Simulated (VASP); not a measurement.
Runs of VASP 6.6.1 on WC. The structure is that of space group F-43m (No. 216), or close to it. The cells are those of the table. 

| task | cell | k mesh | cutoff (eV) | gap on the mesh (eV) | pressure (GPa) | relaxed volume (Å³/atom) |
| --- | --- | --- | --- | --- | --- | --- |
| relaxation of cell and atoms | relaxed from a = 3.484 Å, angles 60.0°, 2 atoms | 6 × 6 × 6 | 600 | none | 0.0 | 13.00 |
| single point | a = 3.484 Å, angles 60.0°, 2 atoms | 6 × 6 × 6 | 520 | none | -27.4 | - |
| single point | a = 3.324 Å, angles 60.0°, 2 atoms | 6 × 6 × 6 | 520 | none | (a) | - |
| single point | a = 3.322 Å, angles 60.0°, 2 atoms | 20 × 20 × 20 | 520 | none | 0.7 | - |
| relaxation of cell and atoms | relaxed from a = 3.324 Å, angles 60.0°, 2 atoms | 20 × 20 × 20 | 600 | none | 0.0 | 13.00 |

Alike in all rows: level PBE; potentials or basis VASP PAW PBE potentials, release 64 (W_sv, C); no spin polarisation; smearing gaussian 0.1 eV.

**Question.** Fill in the values left out.

**Answer.** (a) 0.5.

Caveats: some runs use coarse meshes; spin-orbit coupling is left out, which moves the levels of the heavy elements.

A k mesh can miss the band edges, and the runs leave out spin-orbit coupling on W.

A gap of «none» marks levels without a gap at the run's occupations.
